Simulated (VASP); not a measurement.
Crystal: PtSe2.

```
Pt Se
1.0
     3.72400    0.00000    0.00000
    -1.86200    3.22508    0.00000
     0.00000    0.00000    5.06200
Pt Se
1 2
Direct
  0.00000 0.00000 0.00000
  0.33333 0.66667 0.25000
  0.66667 0.33333 0.75000
```

| Quantity | Value |
| --- | --- |
| Program | VASP 6.6.1 |
| Task | relaxation of cell and atoms |
| Functional | PBE |
| Dispersion | D3(BJ) |
| Potentials or basis | VASP PAW PBE potentials, release 64 (Pt, Se) |
| Cutoff | 600 eV |
| k mesh | 6 × 6 × 4 |
| Occupations | fermi-dirac, width 0.1 eV |
| Spin | no spin polarisation |

At the start: pressure 3.5 GPa; volume 20.27 Å³/atom.

Question: Where does the relaxation end?

Answer: Over 13 steps the energy falls by 17.0 meV/atom and the volume is 19.81 Å³/atom (-2.2 %); space group P-3m1 (No. 164, to 0.1 Å) before and after.

Step by step:
```tsv
step	energy change (eV)	largest force (eV/Å)	pressure (GPa)	volume (Å³)
1	0.0000	0.6280	3.50	60.80
2	0.0313	0.3885	-5.91	64.77
3	-0.0247	0.1896	-0.63	62.33
4	-0.0247	0.1977	-0.55	62.29
5	-0.0306	0.1700	-0.47	61.89
6	-0.0440	0.0752	-0.13	60.69
7	-0.0413	0.1869	1.11	58.32
8	-0.0486	0.0032	0.32	59.76
9	-0.0488	0.0259	0.42	59.55
10	-0.0476	0.1807	-1.38	59.94
11	-0.0501	0.0911	-0.35	59.71
12	-0.0507	0.0328	0.34	59.27
13	-0.0511	0.0151	0.08	59.44
```

Final structure:
```
Pt Se
1.0
     3.76739    0.00000    0.00000
    -1.88370    3.26266    0.00000
     0.00000    0.00000    4.83613
Pt Se
1 2
Direct
  0.00000 0.00000 0.00000
  0.33333 0.66667 0.26560
  0.66667 0.33333 0.73440
```
